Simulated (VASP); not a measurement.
**Be: single point with PBEsol**

The system is Be.

```
CELL_PARAMETERS angstrom
1.84669 0.00000 0.00000
0.00000 1.84669 0.00000
0.00000 0.00000 1.84669
ATOMIC_POSITIONS crystal
Be 0.00000 0.00000 0.00000
```

```yaml
Program: VASP 6.6.1
Task: single point
Functional: PBEsol
Potentials_or_basis: VASP PAW PBE potentials, release 64 (Be)
Cutoff: 520 eV
k_mesh: 21 × 21 × 21
Occupations: fermi-dirac, width 0.1 eV
Spin: no spin polarisation
Dipole_correction: no
Further_INCAR_settings: ALGO = Normal; EDIFF = 1e-06; NBANDS = 7
```

* Pressure: 80.7 GPa
* Band gap on the k mesh: zero (band 1 reaches 16.26 eV, above the bottom of band 2 at 8.44 eV)

Levels at points of the mesh, in eV from the Fermi level:
| k point | band 1 | band 2 | band 3 | band 4 | band 5 | band 6 |
| --- | --- | --- | --- | --- | --- | --- |
| (0.00, 0.00, 0.00) | -12.93 | 18.79 | 18.79 | 18.79 | 25.20 | 25.20 |

Run time: 4.5 s on 1 thread of Intel Xeon 6975P-C, on a shared host, peak memory 0.11 GiB.

Caveat: the PAW data sets were made with another functional, which shifts forces and pressure a little.
